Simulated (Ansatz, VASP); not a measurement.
## Two plane-wave programs on ZnAu

```
Zn Au
1.0
     3.15005    0.00000    0.00000
     0.00000    3.15005    0.00000
     0.00000    0.00000    3.15005
Zn Au
1 1
Direct
  0.50000 0.50000 0.50000
  0.00000 0.00000 0.00000
```

Alike in both runs: task single point; functional r2SCAN; k mesh 6 × 6 × 6; occupations tetrahedron; no spin polarisation.

|  | VASP | Ansatz |
| --- | --- | --- |
| version | VASP 6.6.1 | Ansatz 0.2.0 |
| potentials or method | VASP PAW PBE potentials, release 64 (Zn, Au), cutoff 520 eV | scalar-relativistic, plane waves, PAW |
| valence electrons in the cell | 23 | 31 |

VASP gave:

| Property | Result |
| --- | --- |
| gap on the k mesh at the Fermi level (eV) | none |
| pressure (GPa) | -0.5 |

Question: Which values does Ansatz return?

Answer: gap on the k mesh at the Fermi level (eV): none; pressure (GPa): -0.8.

VASP's potentials were made for PBE, not for r2SCAN. A gap of «none» marks a metal or a gap that the smearing closes. With one functional, cell and mesh, what is left measures potentials, basis and numerics. VASP's potentials hold 23 valence electrons a cell and Ansatz's 31, so a difference there can come from the potentials and not from the codes. Ansatz's warnings: band table not solved further, tetrahedron derivatives may miss energy slope.

Neither program's run includes spin-orbit coupling.
